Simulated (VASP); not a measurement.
# LiAlF4: single point with PBE

The system is LiAlF4.

```xyz
12
Lattice="5.7972 0.0000 0.0000 -2.8986 5.0205 0.0000 0.0000 0.0000 9.4705" Properties=species:S:1:pos:R:3 pbc="T T T"
Li    0.0000    3.3470    9.0790
Li    2.8986    1.6735    4.3438
Al    2.8986    1.6735    0.7936
Al    0.0000    3.3470    5.5289
F    -1.5150    2.4723    0.2301
F     1.5150    2.4723    0.2301
F     0.0000    5.0964    0.2301
F     0.0000    3.3470    7.2231
F     2.8986    1.6735    2.4879
F     2.8986   -0.0759    4.9653
F     1.3836    2.5482    4.9653
F     4.4136    2.5482    4.9653
```

The cell was built from a structure type or drawn by symmetry, and may not be a known phase.

* Program: VASP 6.6.1
* Task: single point
* Functional: PBE
* Potentials or basis: VASP PAW PBE potentials, release 64 (Li_sv, Al, F)
* Cutoff: 520 eV
* k mesh: 6 × 6 × 2
* Occupations: gaussian, width 0.1 eV
* Spin: no spin polarisation
* Dipole correction: no
* Further INCAR settings: ALGO = Normal; EDIFF = 1e-07; NBANDS = 46

```
Largest force          : 0.038 eV/Å
Band gap on the k mesh : 7.11 eV
```

Forces on the atoms (eV/Å):
```
Li   0.000  0.000  0.001
Li   0.000  0.000  0.001
Al   0.000  0.000 -0.004
Al   0.000  0.000 -0.004
F    0.031  0.018 -0.011
F   -0.031  0.018 -0.011
F    0.000 -0.036 -0.011
F    0.000  0.000  0.038
F    0.000  0.000  0.038
F    0.000  0.036 -0.011
F    0.031 -0.018 -0.011
F   -0.031 -0.018 -0.011
```

Levels at points of the mesh, in eV from the valence-band top:
```tsv
k point	band 31	band 32	band 33	band 34	band 35	band 36	band 37	band 38
(0.00, 0.00, 0.00)	-0.01	-0.01	0.00	0.00	7.11	8.74	9.32	12.03
(0.50, 0.00, 0.00)	-0.24	-0.20	-0.16	0.00	8.73	8.84	10.13	10.26
(0.00, 0.00, 0.50)	-0.11	-0.11	0.00	0.00	7.62	7.62	11.00	11.00
(0.50, 0.00, 0.50)	-0.20	-0.20	-0.09	-0.09	8.99	8.99	9.47	9.47
```

Run time: 120 s on 1 thread of Intel(R) Xeon(R) 6975P-C (Granite Rapids), on a shared host, peak memory 0.46 GiB.

 A k mesh can miss the band edges.
